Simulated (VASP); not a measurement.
# Al (Fmmm) in VASP: a series of runs

Al is run at these levels: PBEsol; tasks: single point.

Program: VASP 6.6.1. These are calculated values, not measurements. Logs are shortened: lines on timing, memory, paths and dates and some standing lists are left out, and cuts for length are marked.

### 1 The cell of the first run

Symmetry: Fmmm, No. 69, orthorhombic system. The conventional cell has a = 3.182 Å, b = 4.332 Å, c = 4.669 Å, α = 90.00°, β = 90.00°, γ = 90.00°. Al (site symmetry mmm) has 14 Al at 2.69 to 3.18 Å within 3.5 Å.

### 2 Single point, PBEsol (strain +0.0750 x Voigt [0, 0, 0, 1, 0, 0])

Input file INCAR:

```
ALGO     = Normal         # electronic algorithm
EDIFF    = 1E-6           # SCF threshold, eV
ENCUT    = 520            # plane-wave cutoff, eV
GGA      = PS             # functional
ISIF     = 2              # what is computed and relaxed
ISMEAR   = 0              # smearing method
LASPH    = True           # aspherical terms in the spheres
LCHARG   = False          # write CHGCAR
LREAL    = False          # projectors in reciprocal space
LWAVE    = False          # write WAVECAR
NBANDS   = 8              # bands
NELM     = 80             # most SCF steps
PREC     = Accurate       # precision mode
SIGMA    = 0.15           # smearing width, eV
```

Input file KPOINTS:

```
k-points
0
Gamma
  20 20 20
```

Input file POSCAR:

```
Al
1.0
   -1.5912186900      1.6508893909      1.6508893909
    1.5912186900     -1.5315479891      1.5315479891
    1.5912186900      1.5315479891     -1.5315479891
Al
1
Direct
    0.0000000000      0.0000000000      0.0000000000
```

Potentials or basis: VASP PAW PBE potentials, release 64 (Al).

Run with:

```console
$ cat potpaw_PBE.64/Al/POTCAR > POTCAR
$ mpirun -np 1 vasp_std > vasp.out
```

OUTCAR:

```text
EDIFF = 1E-6
   ENCUT = 520
   GGA = PS
   ISIF = 2
   ISMEAR = 0
   LASPH = True
   LREAL = False
   NELM = 80
   PREC = Accurate

 ion  position               nearest neighbor table
   1  0.000  0.000  0.000-

  LATTYP: Found a face centered orthorhombic cell.
 ALAT       =     3.1824373800
 B/A-ratio  =     1.3611805538
 C/A-ratio  =     1.4672465710

  Lattice vectors:

 A1 = (   0.0000000000,   3.1824373800,   0.1193414018)
 A2 = (   1.5912186900,   1.6508893909,   1.6508893909)
 A3 = (   1.5912186900,   1.5315479891,  -1.5315479891)

Analysis of symmetry for initial positions (statically):
=====================================================================
 Subroutine PRICEL returns:
 Original cell was already a primitive cell.

 Routine SETGRP: Setting up the symmetry group for a
 face centered orthorhombic supercell.

 Subroutine GETGRP returns: Found  8 space group operations
 (whereof  8 operations were pure point group operations)
 out of a pool of  8 trial point group operations.

The static configuration has the point symmetry D_2h.

Analysis of symmetry for dynamics (positions and initial velocities):
=====================================================================
 Subroutine PRICEL returns:
 Original cell was already a primitive cell.

 Routine SETGRP: Setting up the symmetry group for a
 face centered orthorhombic supercell.

 Subroutine GETGRP returns: Found  8 space group operations
 (whereof  8 operations were pure point group operations)
 out of a pool of  8 trial point group operations.

The dynamic configuration has the point symmetry D_2h.

 Subroutine INISYM returns: Found  8 space group operations
 (whereof  8 operations are pure point group operations),
 and found     1 'primitive' translations

----------------------------------------------------------------------------------------

                                     Primitive cell

  volume of cell :      16.0931

  direct lattice vectors                    reciprocal lattice vectors
    -1.591218690  1.650889391  1.650889391     0.000000000  0.302867050  0.302867050
     1.591218690 -1.531547989  1.531547989     0.314224565 -0.011800015  0.314667065
     1.591218690  1.531547989 -1.531547989     0.314224565  0.314667065 -0.011800015

  length of vectors
     2.825393509  2.687611468  2.687611468     0.428318690  0.444850176  0.444850176

  position of ions in fractional coordinates (direct lattice)
     0.000000000  0.000000000  0.000000000

  ion indices of the primitive-cell ions
   primitive index   ion index
                 1           1

----------------------------------------------------------------------------------------

 KPOINTS: k-points

Automatic generation of k-mesh.
 Grid dimensions read from file:
 generate k-points for:   20   20   20

 Generating k-lattice:

  Cartesian coordinates                     Fractional coordinates (reciprocal lattice)
     0.000000000  0.015143353  0.015143353     0.050000000  0.000000000  0.000000000
     0.015711228 -0.000590001  0.015733353     0.000000000  0.050000000 -0.000000000
     0.015711228  0.015733353 -0.000590001     0.000000000 -0.000000000  0.050000000

  Length of vectors
     0.021415934  0.022242509  0.022242509

  Shift w.r.t. Gamma in fractional coordinates (k-lattice)
     0.000000000  0.000000000  0.000000000

 Subroutine IBZKPT returns following result:
 ===========================================

 Found   1166 irreducible k-points:

 Following reciprocal coordinates:
            Coordinates               Weight
  0.000000  0.000000  0.000000      1.000000
  0.050000  0.000000  0.000000      2.000000
  0.100000  0.000000  0.000000      2.000000
  0.150000  0.000000  0.000000      2.000000
  0.200000  0.000000  0.000000      2.000000
  0.250000  0.000000  0.000000      2.000000
[... 16 lines left out ...]
  0.050000  0.100000  0.000000      8.000000
  0.100000  0.100000 -0.000000      8.000000
 [... further k-points ...]
   k-points           NKPTS =   1166   k-points in BZ     NKDIM =   1166   number of bands    NBANDS=      8
   number of dos      NEDOS =    301   number of ions     NIONS =      1
   total plane-waves  NPLWV =   9600
   dimension x,y,z NGX =    24 NGY =   20 NGZ =   20
   dimension x,y,z NGXF=    48 NGYF=   40 NGZF=   40
   ions per type =               1
   NGX,Y,Z   is equivalent  to a cutoff of  14.12, 12.37, 12.37 a.u.
   NGXF,Y,Z  is equivalent  to a cutoff of  28.24, 24.74, 24.74 a.u.
 SYSTEM =  unknown system
   PREC   = accura    normal or accurate (medium, high low for compatibility)
   ISTART =      0    job   : 0-new  1-cont  2-samecut
   ICHARG =      2    charge: 1-file 2-atom 10-const
   ISPIN  =      1    spin polarized calculation?
   LNONCOLLINEAR =      F non collinear calculations
   LSORBIT =      F    spin-orbit coupling
   LASPH  =      T    aspherical Exc in radial PAW
   ENCUT  =  520.0 eV  38.22 Ry    6.18 a.u.   5.25  5.00  5.00*2*pi/ulx,y,z
[... 26 lines left out ...]
   GGA     = PS    functional components
   LHFCALC =     F    Hartree Fock is set to
   AEXX    =    0.0000 exact exchange contribution
   IVDW    =     0    specifies the selected vdW correction
   LEPSILON=     F    determine dielectric tensor
   LRPA    =     F    only Hartree local field effects (RPA)
 non-spin polarized calculation
 Gauss-broadening in eV      SIGMA  =   0.15
  energy-cutoff  :      520.00
  volume of cell :       16.09
 maximum number of plane-waves:       448
 NGX is ok and might be reduce to    24
   NGX = 11   NGY =  9   NGZ =  9

 number of electron       3.0000000 magnetization

 Free energy of the ion-electron system (eV)
  ---------------------------------------------------
  ext. energy  EPLUGINS =         0.00000000
  ---------------------------------------------------
  free energy    TOTEN  =        -3.97784918 eV

  energy without entropy =       -3.97297120  energy(sigma->0) =       -3.97541019

 E-fermi :   8.2086     XC(G=0): -10.3501

 val. band max:        8.2011555032   @ k =   0.5000  -0.4500   0.4000
 cond. band min:       8.2087534101   @ k =  -0.4000   0.4000   0.2000
 fundamental gap:      0.0075979069
 Fermi energy:         8.2085947732

 k-point     1 :       0.0000    0.0000    0.0000
  band No.  band energies     occupation
      1      -3.0886      2.00000
      2      20.9702      0.00000
      3      21.1064      0.00000
      4      21.9490      0.00000
      5      22.1594      0.00000
      6      23.2911      0.00000
      7      23.9055      0.00000
      8      24.7369      0.00000

 k-point     2 :       0.0500    0.0000    0.0000
  band No.  band energies     occupation
      1      -3.0207      2.00000
      2      19.4588      0.00000
      3      20.8667      0.00000
      4      21.5504      0.00000
      5      23.0250      0.00000
      6      23.2706      0.00000
      7      24.0117      0.00000
      8      25.0293      0.00000

 k-point     3 :       0.1000    0.0000    0.0000
  band No.  band energies     occupation
      1      -2.8173      2.00000
      2      17.4297      0.00000
      3      20.2863      0.00000
      4      20.6910      0.00000
      5      22.3919      0.00000
      6      23.4432      0.00000
      7      25.0949      0.00000
      8      25.2048      0.00000

 k-point     4 :       0.1500    0.0000    0.0000
  band No.  band energies     occupation
      1      -2.4788      2.00000
      2      15.3856      0.00000
      3      19.5815      0.00000
      4      19.9011      0.00000
      5      21.5675      0.00000
      6      23.0188      0.00000
      7      25.7767      0.00000
      8      26.5468      0.00000

 k-point     5 :       0.2000    0.0000    0.0000
  band No.  band energies     occupation
      1      -2.0064      2.00000
      2      13.3973      0.00000
      3      18.8815      0.00000
      4      19.2108      0.00000
      5      20.8347      0.00000
      6      22.4634      0.00000
      7      26.5372      0.00000
      8      27.3197      0.00000
[... 177 lines left out ...]
 k-point    22 :      -0.0000    0.1000    0.0000
  band No.  band energies     occupation
      1      -2.7959      2.00000
      2      18.7039      0.00000
      3      19.5298      0.00000
      4      20.4954      0.00000
      5      22.5566      0.00000
      6      23.3027      0.00000
      7      23.9990      0.00000
      8      24.9357      0.00000

 k-point    23 :       0.0500    0.1000    0.0000
  band No.  band energies     occupation
      1      -2.5928      2.00000
      2      17.5344      0.00000
      3      17.8747      0.00000
      4      20.2815      0.00000
      5      22.6786      0.00000
      6      23.7298      0.00000
      7      24.3598      0.00000
      8      25.1928      0.00000

 k-point    24 :       0.1000    0.1000   -0.0000
  band No.  band energies     occupation
      1      -2.2549      2.00000
      2      15.5527      0.00000
      3      16.9916      0.00000
      4      19.6767      0.00000
      5      22.4749      0.00000
      6      23.9600      0.00000
      7      25.0527      0.00000
      8      25.3471      0.00000

 [... further k-points ...]

------------------------ aborting loop because EDIFF is reached ----------------------------------------

  FORCE on cell =-STRESS in cart. coord.  units (eV):
  Direction    XX          YY          ZZ          XY          YZ          ZX
  --------------------------------------------------------------------------------------
  -------------------------------------------------------------------------------------
  Total        0.3114798      0.2830480      0.2830480      0.0000000     -0.3979545      0.0000000
  in kB       31.0100166     28.1794362     28.1794362      0.0000000    -39.6191848      0.0000000
  external PRESSURE =      29.1229630 kB  Pullay stress =       0.0000000 kB

 VOLUME and BASIS-vectors are now :
 -----------------------------------------------------------------------------
  energy-cutoff  :      520.00
  volume of cell :       16.09
      direct lattice vectors                 reciprocal lattice vectors
    -1.591218690  1.650889391  1.650889391     0.000000000  0.302867050  0.302867050
     1.591218690 -1.531547989  1.531547989     0.314224565 -0.011800015  0.314667065
     1.591218690  1.531547989 -1.531547989     0.314224565  0.314667065 -0.011800015

 POSITION                                       TOTAL-FORCE (eV/Angst)
 -----------------------------------------------------------------------------------
      0.00000      0.00000      0.00000         0.000000     -0.000000      0.000000
 -----------------------------------------------------------------------------------
    total drift:                               -0.000000     -0.000000      0.000000

  FREE ENERGIE OF THE ION-ELECTRON SYSTEM (eV)
  ---------------------------------------------------
  free  energy   TOTEN  =        -3.9778491820 eV

  energy  without entropy=       -3.9729711960  energy(sigma->0) =       -3.97541019
```

Run time: 52 s. Hardware: 1 thread of AMD EPYC 9R45 (Zen 5), shared host; peak memory 0.2 GiB.

Results:

| Item | Value |
| --- | --- |
| Free energy | -3.9778 eV |
| Pressure | 2.9 GPa |
| Band gap on the k mesh | zero (an odd number of electrons rules out a gap without spin polarisation) |

Levels at points of the mesh, in eV from the Fermi level:
| k point | band 1 | band 2 | band 3 | band 4 | band 5 |
| --- | --- | --- | --- | --- | --- |
| (0.00, 0.00, 0.00) | -11.30 | 12.76 | 12.90 | 13.74 | 13.95 |
| (0.50, 0.00, 0.00) | -4.73 | -4.58 | 8.51 | 9.09 | 10.55 |
| (0.00, 0.50, 0.00) | -4.41 | -3.87 | 7.89 | 8.11 | 10.72 |
| (0.00, 0.50, 0.50) | -4.03 | -3.15 | 7.62 | 8.13 | 9.77 |
| (0.50, 0.50, 0.50) | 1.61 | 1.89 | 2.32 | 2.93 | 3.00 |

Caveat: the cell differs from its parent crystal (strain +0.0750 x Voigt [0, 0, 0, 1, 0, 0]); the PAW data sets were made with another functional, which shifts forces and pressure a little.

### 3 Single point, PBEsol (strain -0.0500 x Voigt [0, 0, 0, 1, 0, 0])

Input file INCAR:

```
PREC = Accurate
ENCUT = 520
EDIFF = 1E-6
ISMEAR = 0
SIGMA = 0.15
LREAL = F
LASPH = T
NELM = 80
ALGO = Normal
ISIF = 2
LWAVE = F
LCHARG = F
GGA = PS
NBANDS = 8
```

Input file KPOINTS:

```
regular mesh
0
Gamma
  20 20 20
```

Input file POSCAR:

```
Al
1.0
   -1.5912186900      1.5514382228      1.5514382228
    1.5912186900     -1.6309991572      1.6309991572
    1.5912186900      1.6309991572     -1.6309991572
Al
1
Direct
    0.0000000000      0.0000000000      0.0000000000
```

Potentials or basis: VASP PAW PBE potentials, release 64 (Al).

Run with:

```console
$ cat potpaw_PBE.64/Al/POTCAR > POTCAR
$ mpirun -np 1 vasp_std > vasp.out
```

Wall time 58 s (1 thread of AMD EPYC 9R45 (Zen 5), shared host); peak memory 0.2 GiB.

Results (log left out):

```
Free energy            : -3.9862 eV
Pressure               : 2.5 GPa
Band gap on the k mesh : zero (an odd number of electrons rules out a gap without spin polarisation)
```

Stress tensor (GPa, compression positive):
```
2.82 0.00 0.00
0.00 2.39 2.53
0.00 2.53 2.39
```

Levels at points of the mesh, in eV from the Fermi level:
| k point | band 1 | band 2 | band 3 | band 4 | band 5 |
| --- | --- | --- | --- | --- | --- |
| (0.00, 0.00, 0.00) | -11.30 | 13.04 | 13.07 | 13.75 | 14.21 |
| (0.50, 0.00, 0.00) | -4.17 | -3.41 | 7.85 | 8.18 | 9.88 |
| (0.00, 0.50, 0.00) | -4.41 | -3.89 | 8.10 | 8.21 | 10.42 |
| (0.00, 0.50, 0.50) | -4.64 | -4.36 | 8.44 | 8.83 | 10.40 |
| (0.50, 0.50, 0.50) | 1.69 | 1.89 | 2.16 | 2.93 | 2.96 |

Caveat: the cell differs from its parent crystal (strain -0.0500 x Voigt [0, 0, 0, 1, 0, 0]); the PAW data sets were made with another functional, which shifts forces and pressure a little.

### 4 Single point, PBEsol (strain +0.0250 x Voigt [0, 0, 0, 1, 0, 0])

Input file INCAR:

```
SYSTEM = Al
ALGO = Fast
EDIFF = 1E-6
ENCUT = 520
GGA = PS
ISIF = 2
ISMEAR = 0
LASPH = .True.
LCHARG = .False.
LREAL = .False.
LWAVE = .False.
NBANDS = 8
NELM = 100
PREC = Accurate
SIGMA = 0.15
```

Input file KPOINTS:

```
k-points
0
Gamma
  20 20 20
  0 0 0
```

Input file POSCAR:

```
Al
1.0
   -1.5912186900      1.6111089236      1.6111089236
    1.5912186900     -1.5713284564      1.5713284564
    1.5912186900      1.5713284564     -1.5713284564
Al
1
Direct
    0.0000000000      0.0000000000      0.0000000000
```

Run with:

```console
$ cat potpaw_PBE.64/Al/POTCAR > POTCAR
$ mpirun -np 1 vasp_std > vasp.out
```

Wall time 63 s (1 thread of AMD EPYC 9R45 (Zen 5), shared host); peak memory 0.2 GiB.

Results (log left out):

| Quantity | Value |
| --- | --- |
| Free energy | -3.9909 eV |
| Pressure | 2.3 GPa |
| Band gap on the k mesh | zero (an odd number of electrons rules out a gap without spin polarisation) |

Stress tensor (GPa, compression positive):
```
 2.28  0.00  0.00
 0.00  2.32 -1.12
 0.00 -1.12  2.32
```

Levels at points of the mesh, in eV from the Fermi level:
| k point | band 1 | band 2 | band 3 | band 4 | band 5 | band 6 |
| --- | --- | --- | --- | --- | --- | --- |
| (0.00, 0.00, 0.00) | -11.30 | 13.21 | 13.30 | 13.56 | 14.65 | 15.03 |
| (0.50, 0.00, 0.00) | -4.53 | -4.13 | 8.37 | 8.58 | 10.26 | 11.85 |
| (0.00, 0.50, 0.00) | -4.41 | -3.89 | 8.27 | 8.28 | 10.21 | 11.64 |
| (0.00, 0.50, 0.50) | -4.29 | -3.65 | 8.09 | 8.24 | 10.00 | 11.36 |
| (0.50, 0.50, 0.50) | 1.79 | 1.90 | 2.03 | 2.93 | 2.94 | 5.87 |

Caveat: the cell differs from its parent crystal (strain +0.0250 x Voigt [0, 0, 0, 1, 0, 0]); the PAW data sets were made with another functional, which shifts forces and pressure a little.

### 5 Single point, PBEsol (strain +0.0875 x Voigt [0, 0, 0, 1, 0, 0])

Input file INCAR:

```
SYSTEM = Al
PREC = Accurate
ENCUT = 520
EDIFF = 1E-6
ISMEAR = 0
SIGMA = 0.15
LREAL = .FALSE.
LASPH = .TRUE.
NELM = 60
ALGO = Normal
ISIF = 2
LWAVE = .FALSE.
LCHARG = .TRUE.
GGA = PS
LELF = .TRUE.
LVHAR = .TRUE.
NBANDS = 8
```

Input file KPOINTS:

```
Automatic mesh
0
G
  20 20 20
  0 0 0
```

Input file POSCAR:

```
Al
1.0
   -1.5912186900      1.6608345077      1.6608345077
    1.5912186900     -1.5216028723      1.5216028723
    1.5912186900      1.5216028723     -1.5216028723
Al
1
Direct
    0.0000000000      0.0000000000      0.0000000000
```

Run with:

```console
$ cat potpaw_PBE.64/Al/POTCAR > POTCAR
$ mpirun -np 1 vasp_std > vasp.out
```

Run time: 51 s. Hardware: 1 thread of AMD EPYC 9R45 (Zen 5), shared host; peak memory 0.2 GiB.

Results (log left out):

* Free energy: -3.9723 eV
* Pressure: 3.1 GPa
* Band gap on the k mesh: zero (an odd number of electrons rules out a gap without spin polarisation)

Stress tensor (GPa, compression positive):
```
 3.38  0.00  0.00
 0.00  3.03 -4.59
 0.00 -4.59  3.03
```

Levels at points of the mesh, in eV from the Fermi level:
```
           k point  band 1  band 2  band 3  band 4  band 5  band 6
(0.00, 0.00, 0.00)  -11.30   12.58   12.82   13.49   14.05   15.10
(0.50, 0.00, 0.00)   -4.78   -4.69    8.55    9.22   10.63   12.50
(0.00, 0.50, 0.00)   -4.41   -3.87    7.77    8.05   10.90   12.00
(0.00, 0.50, 0.50)   -3.96   -3.02    7.50    8.10    9.71   10.78
(0.50, 0.50, 0.50)    1.57    1.89    2.40    2.92    3.02    5.93
```

Caveat: the cell differs from its parent crystal (strain +0.0875 x Voigt [0, 0, 0, 1, 0, 0]); the cell stands under pressure; the PAW data sets were made with another functional, which shifts forces and pressure a little.

### 6 Single point, PBEsol (strain +0.0625 x Voigt [0, 0, 0, 1, 0, 0])

Changes to INCAR since step 5:

```diff
@@ -3,3 +3,3 @@
 ENCUT = 520
-EDIFF = 1E-6
+EDIFF = 1E-7
 ISMEAR = 0
@@ -8,3 +8,3 @@
 LASPH = .TRUE.
-NELM = 60
+NELM = 100
 ALGO = Normal
```

KPOINTS is that of step 5.

Input file POSCAR:

```
Al
1.0
   -1.5912186900      1.6409442741      1.6409442741
    1.5912186900     -1.5414931059      1.5414931059
    1.5912186900      1.5414931059     -1.5414931059
Al
1
Direct
    0.0000000000      0.0000000000      0.0000000000
```

Potentials or basis: VASP PAW PBE potentials, release 64 (Al).

Run with:

```console
$ cat potpaw_PBE.64/Al/POTCAR > POTCAR
$ mpirun -np 1 vasp_std > vasp.out
```

Run time: 58 s. Hardware: 1 thread of AMD EPYC 9R45 (Zen 5), shared host; peak memory 0.2 GiB.

The run converged. Its results:

```
Free energy            : -3.9825 eV
Pressure               : 2.7 GPa
Band gap on the k mesh : zero (an odd number of electrons rules out a gap without spin polarisation)
```

Stress tensor (GPa, compression positive):
```
 2.97  0.00  0.00
 0.00  2.58 -3.24
 0.00 -3.24  2.58
```

Levels at points of the mesh, in eV from the Fermi level:
| k point | band 1 | band 2 | band 3 | band 4 |
| --- | --- | --- | --- | --- |
| (0.00, 0.00, 0.00) | -11.30 | 12.92 | 12.97 | 13.85 |
| (0.50, 0.00, 0.00) | -4.68 | -4.47 | 8.47 | 8.96 |
| (0.00, 0.50, 0.00) | -4.41 | -3.88 | 8.00 | 8.16 |
| (0.00, 0.50, 0.50) | -4.10 | -3.28 | 7.73 | 8.15 |
| (0.50, 0.50, 0.50) | 1.65 | 1.89 | 2.24 | 2.93 |

Caveat: the cell differs from its parent crystal (strain +0.0625 x Voigt [0, 0, 0, 1, 0, 0]); the PAW data sets were made with another functional, which shifts forces and pressure a little.

### 7 The runs side by side

```csv
cell,gap on the mesh (eV),pressure (GPa)
"a = 2.825, b = 2.688, c = 2.688 Å, angles 107.4, 109.5, 109.5°, 1 atom",none,2.9
"a = 2.710, b = 2.802, c = 2.802 Å, angles 110.8, 109.5, 109.5°, 1 atom",none,2.5
"a = 2.779, b = 2.733, c = 2.733 Å, angles 108.8, 109.5, 109.5°, 1 atom",none,2.3
"a = 2.837, b = 2.676, c = 2.676 Å, angles 107.0, 109.5, 109.5°, 1 atom",none,3.1
"a = 2.814, b = 2.699, c = 2.699 Å, angles 107.7, 109.5, 109.5°, 1 atom",none,2.7
```

Alike in all rows: task single point; level PBEsol; potentials or basis VASP PAW PBE potentials, release 64 (Al); no spin polarisation; k mesh 20 × 20 × 20; cutoff (eV) 520; smearing gaussian 0.15 eV.

Caveats: the PAW data sets were made with another functional, which shifts forces and pressure a little; the cell stands under pressure (at least some runs).

Total energies depend on the potentials used, so only differences within one code and one set of settings carry meaning.
